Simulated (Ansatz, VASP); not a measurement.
**KTaO3 in VASP and in Ansatz**

```
K Ta O
1.0
     3.96153    0.00000    0.00000
     0.00000    3.96153    0.00000
     0.00000    0.00000    3.96153
K Ta O
1 1 3
Cartesian
  1.9808 1.9808 1.9808
  0.0000 0.0000 0.0000
  1.9808 0.0000 0.0000
  0.0000 1.9808 0.0000
  0.0000 0.0000 1.9808
```

Change from the starting cell: volume scaled by 0.98, crystal datasets.

Alike in both runs: task electric field gradients; functional PBE; k mesh 5 × 5 × 5; occupations fermi-dirac, width 0.01 eV; no spin polarisation.

```csv
,VASP,Ansatz
version,VASP 6.6.1,Ansatz 0.2.0
potentials or method,"VASP PAW PBE potentials, release 64 (K_sv, Ta_pv, O), cutoff 520 eV","all-electron PAW with datasets made for the crystal, scalar-relativistic"
```

VASP gave:

```
gap on the k mesh at the Fermi level (eV)            : 2.33
pressure (GPa)                                       : 10.6
size of Vzz on the site where it differs most (V/Å²) : 16.7
```

Question: Which values does Ansatz return?

Answer: gap on the k mesh at the Fermi level (eV): 2.39; pressure (GPa): 9.9; size of Vzz on the site where it differs most (V/Å²): 18.0.

Ansatz ran all-electron here, and VASP with PAW potentials.

Neither program's run includes spin-orbit coupling.
